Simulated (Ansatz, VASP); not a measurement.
LiF in VASP and in Ansatz

The input POSCAR:

```
LiF
1.0
    0.0000000000      2.1100823200      2.1446105498
    2.1100823200      0.0000000000      2.1446105498
    2.1100823200      2.1100823200      0.0000000000
Li F
1 1
Direct
    0.0000000000      0.0000000000      0.0000000000
    0.2500000000      0.2500000000      0.2500000000
```

Contents of INCAR.step1:

```
SYSTEM = LiF
PREC     = Accurate       ! precision mode
ENCUT    = 520            ! plane-wave cutoff, eV
ISMEAR   = 0              ! smearing method
SIGMA    = 0.01           ! smearing width, eV
LREAL    = .FALSE.        ! projectors in reciprocal space
LASPH    = .TRUE.         ! aspherical terms in the spheres
NELM     = 100            ! most SCF steps
NBANDS   = 12             ! bands
GGA      = PE             ! functional
ALGO     = Normal         ! electronic algorithm
EDIFF    = 1E-4           ! SCF threshold, eV
LWAVE    = .TRUE.         ! write WAVECAR
LCHARG   = .FALSE.        ! write CHGCAR
```

INCAR.step2

```
SYSTEM = LiF
PREC     = Accurate       ! precision mode
ENCUT    = 520            ! plane-wave cutoff, eV
EDIFF    = 1E-7           ! SCF threshold, eV
ISMEAR   = 0              ! smearing method
SIGMA    = 0.01           ! smearing width, eV
LREAL    = .FALSE.        ! projectors in reciprocal space
LASPH    = .TRUE.         ! aspherical terms in the spheres
NELM     = 100            ! most SCF steps
ALGO     = Normal         ! electronic algorithm
ISIF     = 2              ! what is computed and relaxed
LWAVE    = .FALSE.        ! write WAVECAR
LCHARG   = .FALSE.        ! write CHGCAR
METAGGA  = R2SCAN         ! meta-GGA
LMIXTAU  = .TRUE.       
NBANDS   = 12             ! bands
ISTART   = 1
```

File KPOINTS:

```
Automatic mesh
0
G
  10 10 10
  0 0 0
```

Input for Ansatz:

```yaml
crystal:
  lattice:
    - [0.0, 2.11008232, 2.1446105498]
    - [2.11008232, 0.0, 2.1446105498]
    - [2.11008232, 2.11008232, 0.0]
  atoms:
    - { symbol: Li, position: [0.0, 0.0, 0.0] }
    - { symbol: F, position: [0.25, 0.25, 0.25] }
kpoints:
  mp_grid: { grid: [10, 10, 10] }
  band_path:
    path:
      - [0.0, 0.0, 0.0]
      - [-0.5, -0.5, 0.0]
      - [-0.375, -0.375, 0.25]
      - [-0.375, 0.0, 0.375]
      - [0.0, 0.0, 0.5]
      - [-0.5, -0.25, 0.25]
    npoints: 1
hamiltonian:
  xc: r2scan
scf:
  occupations: { method: fixed }
  n_extra_bands: 4
output:
  forces: true
  stress: true
  eigenvalues: true
```

Change from the starting cell: biaxial_xy strain -1.6%.

Alike in both runs: task single point; functional r2SCAN; k mesh 10 × 10 × 10; no spin polarisation.

```csv
,VASP,Ansatz
version,VASP 6.6.1,Ansatz 0.2.0
potentials or method,"VASP PAW PBE potentials, release 64 (Li_sv, F)","plane waves, PAW"
plane-wave cutoff (eV),520,500
occupations,"gaussian, width 0.01 eV",fixed
valence electrons in the cell,10,10
```

```tsv
	VASP	Ansatz	Ansatz less VASP
gap on the k mesh at the Fermi level (eV)	8.91	8.84	-0.070
```

VASP's potentials were made for PBE, not for r2SCAN.

Noted on VASP's run: the cutoff is short for stress, so the pressure is rough.
